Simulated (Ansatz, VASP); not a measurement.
Hg: VASP beside Ansatz

File INCAR:

```
PREC = Accurate
ENCUT = 520
EDIFF = 1E-7
ISMEAR = -1
SIGMA = 0.1
LREAL = False
LASPH = True
NELM = 80
ALGO = Normal
ISIF = 2
LWAVE = False
LCHARG = True
GGA = PE
LELF = True
LVHAR = True
NBANDS = 12
```

KPOINTS

```
Automatic mesh
0
Gamma
  19 19 19
```

The input POSCAR:

```
Hg
1.0
   -1.8839045754      1.8839045754      1.8839045754
    1.8839045754     -1.8839045754      1.8839045754
    1.8839045754      1.8839045754     -1.8839045754
Hg
1
Direct
    0.0000000000      0.0000000000      0.0000000000
```

Input for Ansatz:

```yaml
crystal:
  lattice:
    - [-1.8839045754, 1.8839045754, 1.8839045754]
    - [1.8839045754, -1.8839045754, 1.8839045754]
    - [1.8839045754, 1.8839045754, -1.8839045754]
  atoms:
    - { symbol: Hg, position: [0.0, 0.0, 0.0] }
hamiltonian:
  xc: pbe
  pseudopotentials:
    kind: paw
    azcp:
      Hg: "pseudopotentials/Hg.paw.azcp"
basis:
  ecutwfc: 420
  fft_grid_basis: typed
kpoints:
  mp_grid: { grid: [19, 19, 19], shift: [0, 0, 0] }
magnetization:
  spin_polarized: false
scf:
  occupations: { method: fermi_dirac, width: 0.1 }
output:
  stress: true
```

Alike in both runs: task single point; functional PBE; k mesh 19 × 19 × 19; occupations fermi-dirac, width 0.1 eV; no spin polarisation.

|  | VASP | Ansatz |
| --- | --- | --- |
| version | VASP 6.6.1 | Ansatz 0.2.0 |
| potentials or method | VASP PAW PBE potentials, release 64 (Hg), cutoff 520 eV | plane waves (420 eV) with PAW, scalar-relativistic |
| valence electrons in the cell | 12 | 20 |

VASP gave:

* pressure (GPa): 1.4

Question: What did Ansatz give for the same quantities?

Answer: Pressure (GPa): 1.3.

VASP's potentials hold 12 valence electrons a cell and Ansatz's 20, so a difference there can come from the potentials and not from the codes.

Spin-orbit coupling is off throughout.
